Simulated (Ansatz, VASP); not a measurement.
## One calculation of Re, two programs

```xyz
1
Lattice="0.0000 1.9750 1.9750 1.9750 0.0000 1.9750 1.9750 1.9750 0.0000" Properties=species:S:1:pos:R:3 pbc="T T T"
Re    0.0000    0.0000    0.0000
```

Alike in both runs: functional LDA; k mesh 9 × 9 × 9; occupations gaussian, width 0.05 eV; non-collinear spin, spin-orbit coupling.

```csv
,VASP,Ansatz
version,VASP 6.6.1,Ansatz 0.2.0
potentials or method,"VASP PAW LDA potentials, release 64 (Re)",Ansatz PAW
plane-wave cutoff (eV),520,420
valence electrons in the cell,7,15
task,single point,band structure
```

Ansatz gave:

- pressure (GPa): -22.8

Which values does VASP return?

Pressure (GPa): -22.0.

LDA's correlation is that of Perdew and Zunger in VASP and of Perdew and Wang (1992) in Ansatz. VASP's potentials hold 7 valence electrons a cell and Ansatz's 15, so a difference there can come from the potentials and not from the codes.
